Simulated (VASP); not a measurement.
A run of VASP 6.6.1 is set up as follows.

File INCAR:

```
ALGO = Normal ; EDIFF = 1E-6
ENCUT = 520 ; GGA = PS
ISIF = 2 ; ISMEAR = 0
LASPH = T ; LCHARG = F
LREAL = F ; LWAVE = F
NBANDS = 11 ; NELM = 100
PREC = Accurate ; SIGMA = 0.05
```

File KPOINTS:

```
k-points
0
Gamma
  10 10 10
```

The input POSCAR:

```
BeS
1.0
    0.0000000000      2.6310385180      2.4282773586
    2.4282773586      0.0000000000      2.4282773586
    2.4282773586      2.6310385180      0.0000000000
Be S
1 1
Direct
    0.0000000000      0.0000000000      0.0000000000
    0.7500000000      0.7500000000      0.7500000000
```

Potentials or basis: VASP PAW PBE potentials, release 64 (Be, S).

Run with:

```sh
$ cat potpaw_PBE.64/Be/POTCAR potpaw_PBE.64/S/POTCAR > POTCAR
$ mpirun -np 1 vasp_std > vasp.out
```

Problem. Estimate the pressure.

Solution. -7.4 GPa.

Problem. What does it give for the band gap on the k mesh?

Solution. 2.78 eV, indirect (least direct gap 4.83 eV).

Stress tensor (GPa, compression positive):
```
 -4.71   0.00   0.00
  0.00 -12.79   0.00
  0.00   0.00  -4.71
```

Caveat: the PAW data sets were made with another functional, which shifts forces and pressure a little. A k mesh can miss the band edges.
